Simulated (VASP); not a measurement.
A run of VASP 6.6.1 is set up as follows.

The input INCAR:

```
PREC = Accurate
ENCUT = 520
EDIFF = 1E-7
ISMEAR = 0
SIGMA = 0.05
LREAL = Auto
LASPH = T
NELM = 60
ALGO = Normal
ISIF = 2
LWAVE = F
LCHARG = F
GGA = PE
NBANDS = 43
NELECT = 56.0
```

Contents of KPOINTS:

```
Automatic mesh
0
Gamma
  6 6 6
```

The input POSCAR:

```
Si8C7
1.0
   -4.3794502696     -4.3794502696      0.0000000000
    0.0000000000     -4.3794502696      4.3794502696
   -4.3794502696      0.0000000000      4.3794502696
Si C
8 7
Direct
    0.5000000000      0.5000000000      0.0000000000
    0.0000000000      0.5000000000      0.0000000000
    0.5000000000      0.0000000000      0.0000000000
    0.0000000000      0.0000000000      0.0000000000
    0.5000000000      0.5000000000      0.5000000000
    0.0000000000      0.5000000000      0.5000000000
    0.5000000000      0.0000000000      0.5000000000
    0.0000000000      0.0000000000      0.5000000000
    0.7500000000      0.3144524366      0.4355475634
    0.3750000000      0.8750000000      0.3750000000
    0.8750000000      0.8750000000      0.3750000000
    0.3750000000      0.3750000000      0.8750000000
    0.8750000000      0.3750000000      0.8750000000
    0.3750000000      0.8750000000      0.8750000000
    0.8750000000      0.8750000000      0.8750000000
```

Potentials or basis: VASP PAW PBE potentials, release 64 (Si, C).

Command:

```bash
$ cat potpaw_PBE.64/Si/POTCAR potpaw_PBE.64/C/POTCAR > POTCAR
$ mpirun -np 1 vasp_std > vasp.out
```

(1) What does it give for the largest force?

Answers

(1) 24.723 eV/Å.

Caveat: the cell carries a net charge on a neutralising background, which shifts energy and pressure; the cell differs from its parent crystal (atoms taken out, atom 9 moved 0.250 of the way to it and -0.375 Å across, host rigid).
